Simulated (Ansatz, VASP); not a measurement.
**One calculation of MgS, two programs**

The input INCAR:

```
ALGO     = Normal         # electronic algorithm
EDIFF    = 1E-7           # SCF threshold, eV
EDIFFG   = -0.002         # ionic threshold
ENCUT    = 520            # plane-wave cutoff, eV
GGA      = PS             # functional
GGA_COMPAT= False        
IBRION   = 2              # ionic algorithm
ISIF     = 2              # what is computed and relaxed
ISMEAR   = 0              # smearing method
LASPH    = True           # aspherical terms in the spheres
LCHARG   = False          # write CHGCAR
LREAL    = False          # projectors in reciprocal space
LWAVE    = False          # write WAVECAR
NELM     = 120            # most SCF steps
NELMIN   = 4            
NSW      = 60             # ionic steps
PREC     = Accurate       # precision mode
SIGMA    = 0.02           # smearing width, eV
```

KPOINTS

```
k-points
0
Gamma
  6 6 6
```

POSCAR

```
MgS
1.0
    0.0000000000      2.8539585520      2.7979562139
    2.8539585520      0.0000000000      2.7979562139
    2.8539585520      2.8539585520      0.0000000000
Mg S
1 1
Direct
    0.0000000000      0.0000000000      0.0000000000
    0.2500000000      0.2500000000      0.2500000000
```

Input for Ansatz:

```yaml
crystal:
  lattice:
    - [0.0, 2.8539585547, 2.7979562128]
    - [2.8539585547, 0.0, 2.7979562128]
    - [2.8539585547, 2.8539585547, 0.0]
  atoms:
    - { symbol: Mg, position: [0.0, 0.0, 0.0] }
    - { symbol: S, position: [0.25, 0.25, 0.25] }
basis:
  ecutwfc: 600.0
kpoints:
  mp_grid: { grid: [6, 6, 6] }
hamiltonian:
  xc: pbesol
  pseudopotentials: { kind: paw, azcp: { folder: soft_1 } }
scf:
  occupations: { method: gaussian, width: 0.02 }
output:
  forces: true
  stress: true
  eigenvalues: true
relax:
  adjacent_minimum: "off"
  f_tol: 0.002
  max_steps: 40
```

Change from the starting cell: strained cell.

Alike in both runs: task relaxation of the atoms; functional PBEsol; k mesh 6 × 6 × 6; occupations gaussian, width 0.02 eV; no spin polarisation.

|  | VASP | Ansatz |
| --- | --- | --- |
| version | VASP 6.6.1 | Ansatz 0.2.0 |
| potentials or method | VASP PAW PBE potentials, release 64 (Mg, S), cutoff 520 eV | scalar-relativistic, plane waves, PAW |
| valence electrons in the cell | 8 | 16 |

```tsv
	VASP	Ansatz	Ansatz less VASP
gap on the k mesh at the Fermi level, each at its own relaxed structure (eV)	3.24	3.24	-0.002
```

VASP's potentials were made for PBE, not for PBEsol, and Ansatz warns of the same on its side. VASP's potentials hold 8 valence electrons a cell and Ansatz's 16, so a difference there can come from the potentials and not from the codes. Ansatz's warnings: stress scf threshold loose.

Noted on VASP's run: the relaxation stopped at its first step, so nothing moved.
